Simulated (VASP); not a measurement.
# Os (P6_3/mmc) in VASP: electric field gradients with PBEsol

Aim: the electric field gradients of Os with PBEsol.

Program: VASP 6.6.1. These are calculated values, not measurements. Logs are shortened: lines on timing, memory, paths and dates and some standing lists are left out, and cuts for length are marked.

## 1. The cell of the first run

It takes space group P6_3/mmc (No. 194, hexagonal). The conventional cell has a = 2.729 Å, b = 2.729 Å, c = 4.311 Å, α = 90.00°, β = 90.00°, γ = 120.00°. Within 3.5 Å of Os (site symmetry -6m2) lie 12 Os at 2.67 to 2.73 Å.

## 2. Electric field gradients, PBEsol

INCAR reads:

```
PREC = Accurate
ENCUT = 520
EDIFF = 1E-8
ISMEAR = -1
SIGMA = 0.15
LREAL = F
LASPH = T
NELM = 100
ALGO = Normal
ISIF = 2
LWAVE = F
LCHARG = F
GGA = PS
LEFG = T
NBANDS = 15
```

KPOINTS reads:

```
regular mesh
0
Gamma
  18 18 10
```

POSCAR reads:

```
Os
1.0
    2.7289174781      0.0000000000      0.0000000000
   -1.3644587391      2.3633118608      0.0000000000
    0.0000000000      0.0000000000      4.3114564536
Os
2
Direct
    0.3333333333      0.6666666667      0.2500000000
    0.6666666667      0.3333333333      0.7500000000
```

Potentials or basis: VASP PAW PBE potentials, release 64 (Os).

Run with:

```
$ cat potpaw_PBE.64/Os/POTCAR > POTCAR
$ mpirun -np 1 vasp_std > vasp.out
```

OUTCAR:

```text
PREC = Accurate
   ENCUT = 520
   EDIFF = 1E-8
   ISMEAR = -1
   LREAL = F
   LASPH = T
   NELM = 100
   ISIF = 2
   GGA = PS

 ion  position               nearest neighbor table
   1  0.333  0.667  0.250-   2 2.67   2 2.67   2 2.67   2 2.67   2 2.67   2 2.67
   2  0.667  0.333  0.750-   1 2.67   1 2.67   1 2.67   1 2.67   1 2.67   1 2.67

  LATTYP: Found a hexagonal cell.
 ALAT       =     2.7289174781
 C/A-ratio  =     1.5799145589

  Lattice vectors:

 A1 = (   2.7289174781,   0.0000000000,   0.0000000000)
 A2 = (  -1.3644587391,   2.3633118608,   0.0000000000)
 A3 = (   0.0000000000,   0.0000000000,   4.3114564536)

Analysis of symmetry for initial positions (statically):
=====================================================================
 Subroutine PRICEL returns:
 Original cell was already a primitive cell.

 Routine SETGRP: Setting up the symmetry group for a
 hexagonal supercell.

 Subroutine GETGRP returns: Found 24 space group operations
 (whereof 12 operations were pure point group operations)
 out of a pool of 24 trial point group operations.

The static configuration has the point symmetry D_3d.
 The point group associated with its full space group is D_6h.

Analysis of symmetry for dynamics (positions and initial velocities):
=====================================================================
 Subroutine PRICEL returns:
 Original cell was already a primitive cell.

 Routine SETGRP: Setting up the symmetry group for a
 hexagonal supercell.

 Subroutine GETGRP returns: Found 24 space group operations
 (whereof 12 operations were pure point group operations)
 out of a pool of 24 trial point group operations.

The dynamic configuration has the point symmetry D_3d.
 The point group associated with its full space group is D_6h.

 Subroutine INISYM returns: Found 24 space group operations
 (whereof 12 operations are pure point group operations),
 and found     1 'primitive' translations

----------------------------------------------------------------------------------------

                                     Primitive cell

  volume of cell :      27.8058

  direct lattice vectors                    reciprocal lattice vectors
     2.728917478  0.000000000  0.000000000     0.366445672  0.211567508  0.000000000
    -1.364458739  2.363311861  0.000000000     0.000000000  0.423135015  0.000000000
     0.000000000  0.000000000  4.311456454     0.000000000  0.000000000  0.231940183

  length of vectors
     2.728917478  2.728917478  4.311456454     0.423135015  0.423135015  0.231940183

  position of ions in fractional coordinates (direct lattice)
     0.333333333  0.666666667  0.250000000
     0.666666667  0.333333333  0.750000000

  ion indices of the primitive-cell ions
   primitive index   ion index
                 1           1
                 2           2

----------------------------------------------------------------------------------------

 KPOINTS: regular mesh

Automatic generation of k-mesh.
 Grid dimensions read from file:
 generate k-points for:   18   18   10

 Generating k-lattice:

  Cartesian coordinates                     Fractional coordinates (reciprocal lattice)
     0.020358093  0.011753750  0.000000000     0.055555556  0.000000000  0.000000000
     0.000000000  0.023507501  0.000000000     0.000000000  0.055555556  0.000000000
     0.000000000  0.000000000  0.023194018     0.000000000  0.000000000  0.100000000

  Length of vectors
     0.023507501  0.023507501  0.023194018

  Shift w.r.t. Gamma in fractional coordinates (k-lattice)
     0.000000000  0.000000000  0.000000000

 Subroutine IBZKPT returns following result:
 ===========================================

 Found    222 irreducible k-points:

 Following reciprocal coordinates:
            Coordinates               Weight
  0.000000  0.000000  0.000000      1.000000
  0.055556  0.000000  0.000000      6.000000
  0.111111  0.000000  0.000000      6.000000
  0.166667  0.000000  0.000000      6.000000
  0.222222  0.000000  0.000000      6.000000
  0.277778  0.000000  0.000000      6.000000
[... 16 lines left out ...]
  0.333333  0.111111  0.000000     12.000000
  0.388889  0.111111  0.000000     12.000000
 [... further k-points ...]
   k-points           NKPTS =    222   k-points in BZ     NKDIM =    222   number of bands    NBANDS=     15
   number of dos      NEDOS =    301   number of ions     NIONS =      2
   total plane-waves  NPLWV =  12800
   dimension x,y,z NGX =    20 NGY =   20 NGZ =   32
   dimension x,y,z NGXF=    40 NGYF=   40 NGZF=   64
   ions per type =               2
   NGX,Y,Z   is equivalent  to a cutoff of  12.18, 12.18, 12.34 a.u.
   NGXF,Y,Z  is equivalent  to a cutoff of  24.37, 24.37, 24.68 a.u.
 SYSTEM =  unknown system
   PREC   = accura    normal or accurate (medium, high low for compatibility)
   ISTART =      0    job   : 0-new  1-cont  2-samecut
   ICHARG =      2    charge: 1-file 2-atom 10-const
   ISPIN  =      1    spin polarized calculation?
   LNONCOLLINEAR =      F non collinear calculations
   LSORBIT =      F    spin-orbit coupling
   LASPH  =      T    aspherical Exc in radial PAW
   ENCUT  =  520.0 eV  38.22 Ry    6.18 a.u.   5.07  5.07  8.02*2*pi/ulx,y,z
   NELM   =    100;   NELMIN=  2; NELMDL= -5     # of ELM steps
   EDIFF  = 0.1E-07   stopping-criterion for ELM
   LREAL  =      F    real-space projection
   EDIFFG = 0.1E-06   stopping-criterion for IOM
   NSW    =      0    number of steps for IOM
   IBRION =     -1    ionic relax: 0-MD 1-quasi-New 2-CG
   NFREE  =      0    steps in history (QN), initial steepest desc. (CG)
   ISIF   =      2    stress and relaxation
   ISYM   =      2    0-nonsym 1-usesym 2-fastsym
   POTIM  = 0.5000    time-step for ionic-motion
   TEBEG  =    0.0;   TEEND  =   0.0 temperature during run
   PSTRESS=    0.0 pullay stress
   NELECT =      16.0000    total number of electrons
   NUPDOWN=      -1.0000    fix difference up-down
   EMIN   =  10.00;   EMAX   =-10.00  energy-range for DOS
   EFERMI =   0.00;   METHOD = LEGACY
   ISMEAR =    -1;   SIGMA  =   0.15  broadening in eV -4-tet -1-fermi 0-gaus
   EFERMI_NEDOS =   21; number of points for ismear=-14 and -15
   IALGO  =     38    algorithm
   IMIX   =      4    mixing-type and parameters
     AMIX     =   0.40;   BMIX     =  1.00
     AMIX_MAG =   1.60;   BMIX_MAG =  1.00
  volume/ion in A,a.u.               =      13.90        93.82
  Fermi-wavevector in a.u.,A,eV,Ry     =   1.361663  2.573170 25.226922  1.854126
  Thomas-Fermi vector in A             =   2.488220
   LORBIT       =      0    0 simple, 1 ext, 2 COOP (PROOUT), +10 PAW based schemes
   GGA     = PS    functional components
   LHFCALC =     F    Hartree Fock is set to
   AEXX    =    0.0000 exact exchange contribution
   IVDW    =     0    specifies the selected vdW correction
   LEPSILON=     F    determine dielectric tensor
   LRPA    =     F    only Hartree local field effects (RPA)
 non-spin polarized calculation
  energy-cutoff  :      520.00
  volume of cell :       27.81
 maximum number of plane-waves:       768
   NGX = 11   NGY = 11   NGZ = 17

 number of electron      15.9999998 magnetization

 Free energy of the ion-electron system (eV)
  ---------------------------------------------------
  ext. energy  EPLUGINS =         0.00000000
  ---------------------------------------------------
  free energy    TOTEN  =       -24.52996908 eV

  energy without entropy =      -24.43892914  energy(sigma->0) =      -24.48444911

 E-fermi :   9.4190     XC(G=0): -14.1886

 val. band max:        9.4124951260   @ k =   0.2778   0.0000   0.1000
 cond. band min:       9.4305874624   @ k =   0.3333   0.1667   0.3000
 fundamental gap:      0.0180923364
 Fermi energy:         9.4190469007

 k-point     1 :       0.0000    0.0000    0.0000
  band No.  band energies     occupation
      1      -1.6509      2.00000
      2       1.5160      2.00000
      3       6.3041      2.00000
      4       6.3041      2.00000
      5       6.5622      2.00000
      6       7.1587      2.00000
      7       7.1587      2.00000
      8       7.8225      1.99995
      9       7.8225      1.99995
     10       9.3963      1.07574
     11      11.1106      0.00003
     12      11.1106      0.00003
     13      18.5163      0.00000
     14      23.4335      0.00000
     15      26.1766      0.00000

 k-point     2 :       0.0556    0.0000    0.0000
  band No.  band energies     occupation
      1      -1.5244      2.00000
      2       1.6292      2.00000
      3       6.0135      2.00000
      4       6.4159      2.00000
      5       6.8177      2.00000
      6       7.0813      2.00000
      7       7.2631      2.00000
      8       7.6690      1.99998
      9       7.7306      1.99997
     10       8.7952      1.96924
     11      11.1752      0.00002
     12      11.8974      0.00000
     13      18.5081      0.00000
     14      23.6984      0.00000
     15      26.3435      0.00000

 k-point     3 :       0.1111    0.0000    0.0000
  band No.  band energies     occupation
      1      -1.1553      2.00000
      2       1.9465      2.00000
      3       5.5862      2.00000
      4       6.7466      2.00000
      5       6.8431      2.00000
      6       7.0505      2.00000
      7       7.2172      2.00000
      8       7.4872      1.99999
      9       7.5712      1.99999
     10       8.1583      1.99955
     11      11.3390      0.00001
     12      13.2574      0.00000
     13      18.4628      0.00000
     14      24.4205      0.00000
     15      26.7808      0.00000
[... 343 lines left out ...]
 k-point    23 :       0.3333    0.1111    0.0000
  band No.  band energies     occupation
      1       2.3571      2.00000
      2       2.7392      2.00000
      3       3.2273      2.00000
      4       5.3750      2.00000
      5       5.7964      2.00000
      6       6.9198      2.00000
      7       7.1224      2.00000
      8      10.1744      0.01292
      9      10.9872      0.00006
     10      11.9112      0.00000
     11      12.3285      0.00000
     12      17.9360      0.00000
     13      18.5427      0.00000
     14      20.8505      0.00000
     15      20.9885      0.00000

 k-point    24 :       0.3889    0.1111    0.0000
  band No.  band energies     occupation
      1       2.5066      2.00000
      2       2.6227      2.00000
      3       2.9582      2.00000
      4       5.7422      2.00000
      5       5.8346      2.00000
      6       6.7445      2.00000
      7       7.4503      2.00000
      8      11.0062      0.00005
      9      11.4448      0.00000
     10      11.9415      0.00000
     11      13.3502      0.00000
     12      16.3827      0.00000
     13      18.8563      0.00000
     14      19.9289      0.00000
     15      21.7247      0.00000

 [... further k-points ...]
[... 5 lines left out ...]
  --------------------------------------------------------------------------------------
  -------------------------------------------------------------------------------------
  Total        0.0871006      0.0871006      0.0728702     -0.0000000     -0.0000000     -0.0000000
  in kB        5.0187566      5.0187566      4.1987996     -0.0000000     -0.0000000     -0.0000000
  external PRESSURE =       4.7454376 kB  Pullay stress =       0.0000000 kB

 VOLUME and BASIS-vectors are now :
 -----------------------------------------------------------------------------
  energy-cutoff  :      520.00
  volume of cell :       27.81
      direct lattice vectors                 reciprocal lattice vectors
     2.728917478  0.000000000  0.000000000     0.366445672  0.211567508  0.000000000
    -1.364458739  2.363311861  0.000000000     0.000000000  0.423135015  0.000000000
     0.000000000  0.000000000  4.311456454     0.000000000  0.000000000  0.231940183

 POSITION                                       TOTAL-FORCE (eV/Angst)
 -----------------------------------------------------------------------------------
     -0.00000      1.57554      1.07786        -0.000000     -0.000000      0.000000
      1.36446      0.78777      3.23359         0.000000      0.000000      0.000000
 -----------------------------------------------------------------------------------
    total drift:                                0.000000     -0.000000     -0.000000

  FREE ENERGIE OF THE ION-ELECTRON SYSTEM (eV)
  ---------------------------------------------------
  free  energy   TOTEN  =       -24.5299690819 eV

  energy  without entropy=      -24.4389291376  energy(sigma->0) =      -24.48444911

 Electric field gradients (V/A^2)
---------------------------------------------------------------------
 ion       V_xx      V_yy      V_zz      V_xy      V_xz      V_yz
---------------------------------------------------------------------
   1      40.054    40.054   -80.107    -0.000     0.000     0.000
   2      40.054    40.054   -80.107    -0.000     0.000     0.000
---------------------------------------------------------------------

 Electric field gradients after diagonalization (V/A^2)
 (convention: |V_zz| > |V_xx| > |V_yy|)
----------------------------------------------------------------------
 ion       V_xx      V_yy      V_zz     asymmetry (V_yy - V_xx)/ V_zz
----------------------------------------------------------------------
   1      40.054    40.053   -80.107       0.000
   2      40.054    40.053   -80.107       0.000
----------------------------------------------------------------------

           NMR quadrupolar parameters

 Cq : quadrupolar parameter    Cq=e*Q*V_zz/h
 eta: asymmetry parameters     (V_yy - V_xx)/ V_zz
 Q  : nuclear electric quadrupole moment in mb (millibarn)
----------------------------------------------------------------------
 ion       Cq(MHz)       eta       Q (mb)
----------------------------------------------------------------------
   1      -0.194       0.000       1.000
   2      -0.194       0.000       1.000
----------------------------------------------------------------------
```

Run time: 74 s. Hardware: 1 thread of Oxide Virtual Turin-like, shared host; peak memory 0.16 GiB.

Results:

| Property | Result |
| --- | --- |
| Free energy | -24.5300 eV |
| Pressure | 0.5 GPa |
| Band gap on the k mesh | zero (bands 8 and 9 overlap by 3.98 eV) |
| Largest electric field gradient by atom | Os -80.1 V/Å² |

Electric field gradients, principal values (V/Å²):
```csv
atom,least,middle,greatest (by size)
1 Os,40.053,40.054,-80.107
2 Os,40.053,40.054,-80.107
```

Caveat: without QUAD_EFG the Cq values of the log hold for a quadrupole moment of 1 mb, not for the nuclei; the PAW data sets were made with another functional, which shifts forces and pressure a little; spin-orbit coupling is left out, which moves the levels of the heavy elements.
